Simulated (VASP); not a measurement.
Al4N5: single point with PBE+D3(BJ)

Slab: Al4N5, a slab with vacuum.

```
CELL_PARAMETERS angstrom
6.21788 0.00000 0.00000
0.00000 4.97781 0.00000
0.00000 0.00000 22.06124
ATOMIC_POSITIONS crystal
Al 0.00000 0.99844 0.18131
Al 0.50000 0.99844 0.18131
Al 0.25000 0.49844 0.22199
Al 0.75000 0.49844 0.22199
Al 0.25000 0.99271 0.30840
Al 0.75000 0.99271 0.30840
Al 0.00000 0.46407 0.33403
Al 0.50000 0.46407 0.33403
N 0.00000 0.61656 0.18131
N 0.50000 0.61656 0.18131
N 0.25000 0.11656 0.22199
N 0.75000 0.11656 0.22199
N 0.25000 0.61445 0.30711
N 0.75000 0.61445 0.30711
N 0.00000 0.11093 0.34274
N 0.50000 0.11093 0.34274
N 0.12500 0.36093 0.47419
N 0.12500 0.36093 0.52405
```

```json
{
 "Program": "VASP 6.6.1",
 "Task": "single point",
 "Functional": "PBE",
 "Dispersion": "D3(BJ)",
 "Potentials or basis": "VASP PAW PBE potentials, release 64 (Al, N)",
 "Cutoff": "520 eV",
 "k mesh": "5 × 6 × 1",
 "Occupations": "gaussian, width 0.05 eV",
 "Spin": "no spin polarisation",
 "Dipole correction": "yes",
 "Further INCAR settings": "LREAL = Auto; ALGO = Normal; EDIFF = 1e-06; NBANDS = 52"
}
```

* Largest force: 2.742 eV/Å
* Band gap on the k mesh: 1.46 eV, indirect (least direct gap 1.47 eV)
* Dispersion energy per atom: -0.157 eV

Forces on the atoms (eV/Å):
```
Al   0.000 -1.587  2.237
Al   0.000 -1.587  2.220
Al   0.001  0.811 -1.854
Al   0.000  0.805 -1.865
Al  -0.068 -0.023 -0.023
Al   0.071 -0.018 -0.031
Al   0.045 -0.034  0.060
Al  -0.021  0.014 -0.031
N   -0.001  0.683  0.645
N    0.001  0.683  0.649
N    0.008  0.097 -1.001
N   -0.011  0.097 -1.008
N    0.011  0.017  0.005
N   -0.014  0.019  0.023
N   -0.057 -0.094 -0.094
N    0.002 -0.010  0.056
N    0.052  0.227 -2.110
N   -0.018 -0.099  2.123
```

Levels at points of the mesh, in eV from the valence-band top:
```tsv
k point	band 35	band 36	band 37	band 38	band 39	band 40
(0.00, 0.00, 0.00)	-0.25	-0.07	-0.01	1.46	2.78	2.85
(0.00, 0.50, 0.00)	-0.39	-0.25	0.00	1.92	2.68	2.84
```

It took 19 min on 1 thread of Intel(R) Xeon(R) Platinum 8259CL CPU @ 2.50GHz (Skylake/Cascade Lake) (shared host), peak memory 0.83 GiB.

Caveat: the standard files for N, O and F lose accuracy on very short bonds.
